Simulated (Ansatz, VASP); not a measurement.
**Ti2O in VASP and in Ansatz**

```
Ti O
1.0
     2.92342    0.00000    0.00000
    -1.46171    2.53176    0.00000
     0.00000    0.00000    4.67650
Ti O
2 1
Cartesian
  1.4617 0.8439 1.2340
  0.0000 1.6878 3.4425
  0.0000 0.0000 0.0000
```

Change from the starting cell: equal strain along all axes, cell held, atoms relaxed: -1.0 %.

Alike in both runs: functional PBEsol; k mesh 24 × 24 × 12; occupations gaussian, width 0.1 eV; no spin polarisation.

Ansatz relaxed the structure, and its values are those at the end. VASP's run is a single point on that final structure, the one shown.

|  | VASP | Ansatz |
| --- | --- | --- |
| version | VASP 6.6.1 | Ansatz 0.2.0 |
| potentials or method | VASP PAW PBE potentials, release 64 (Ti_sv, O), cutoff 520 eV | scalar-relativistic, plane waves, PAW |
| valence electrons in the cell | 30 | 30 |

|  | VASP | Ansatz | Ansatz less VASP |
| --- | --- | --- | --- |
| gap on the k mesh at the Fermi level (eV) | none | none | - |
| pressure (GPa) | 6.7 | 6.3 | -0.38 |
| rms of the force components (eV/Å) | 0.025 | 0.000 | -0.0249 |

VASP's potentials were made for PBE, not for PBEsol. A gap of «none» marks a metal or a gap that the smearing closes. The functional is the same, so the differences come from potentials, cutoffs and numerics. Ansatz's warnings: stress scf threshold loose.
